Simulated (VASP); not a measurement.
The system is Be4S.

```
Be S
1.0
    -3.48127    0.28698   -0.52861
    -0.32152   -5.71247   -0.61470
     0.97862    0.87627    5.79465
Be S
8 2
Direct
  0.06624 0.66725 0.72809
  0.83046 0.57449 0.26830
  0.56689 0.99628 0.72860
  0.34349 0.82421 0.28899
  0.76305 0.91689 0.11876
  0.42528 0.19258 0.44856
  0.94881 0.93115 0.49767
  0.18238 0.03964 0.96370
  0.58095 0.47857 0.76580
  0.29245 0.37896 0.19151
```

```yaml
Program: VASP 6.6.1
Task: relaxation of cell and atoms
Functional: PBE
Potentials_or_basis: VASP PAW PBE potentials, release 64 (Be, S)
Cutoff: 600 eV
k_mesh: 6 × 4 × 4
Occupations: gaussian, width 0.1 eV
Spin: no spin polarisation
```

At the start: pressure 0.5 GPa; volume 11.09 Å³/atom.

**Question.** How do energy, volume and symmetry change on relaxing?

**Answer.** Over 23 steps the energy falls by 89.3 meV/atom and the volume is 11.16 Å³/atom (+0.6 %); space group Cm (No. 8, to 0.1 Å) before and after.

Step by step:
```tsv
step	energy change (eV)	largest force (eV/Å)	pressure (GPa)	volume (Å³)
1	0.0000	0.5083	0.53	110.92
2	-0.0765	0.5400	-0.19	111.49
3	-0.1731	1.0141	-1.55	113.01
4	-0.2180	0.9823	-1.47	112.90
5	-0.3396	0.8756	-1.16	112.54
6	-0.4526	0.9561	0.08	111.71
7	-0.5651	0.6862	0.37	111.59
8	-0.6347	0.6596	1.13	111.41
9	-0.7246	0.4579	0.14	112.36
10	-0.7742	0.3085	-1.02	113.71
11	-0.8052	0.2514	-0.33	112.81
12	-0.8184	0.2548	0.49	111.83
13	-0.8367	0.2163	0.24	112.09
14	-0.8440	0.3465	0.01	112.39
15	-0.8594	0.2172	-0.26	112.64
16	-0.8671	0.2760	-0.60	112.97
17	-0.8807	0.1557	-0.16	112.35
18	-0.8849	0.1460	0.25	111.76
19	-0.8894	0.0631	-0.02	111.92
20	-0.8901	0.1056	-0.18	112.02
21	-0.8918	0.0473	-0.03	111.76
22	-0.8921	0.0500	0.05	111.63
23	-0.8927	0.0303	-0.01	111.61
```

Final structure:
```
Be S
1.0
    -3.46277    0.26749   -0.52428
    -0.38721   -6.02940   -0.52166
     1.00704    0.86631    5.54416
Be S
8 2
Direct
  0.10388 0.71823 0.80711
  0.79759 0.55546 0.19593
  0.54719 0.91041 0.69406
  0.34040 0.84814 0.28014
  0.74455 0.90679 0.08823
  0.45395 0.19852 0.50962
  0.94591 0.92592 0.49163
  0.16256 0.06014 0.92549
  0.59805 0.51737 0.79517
  0.30592 0.35902 0.21262
```
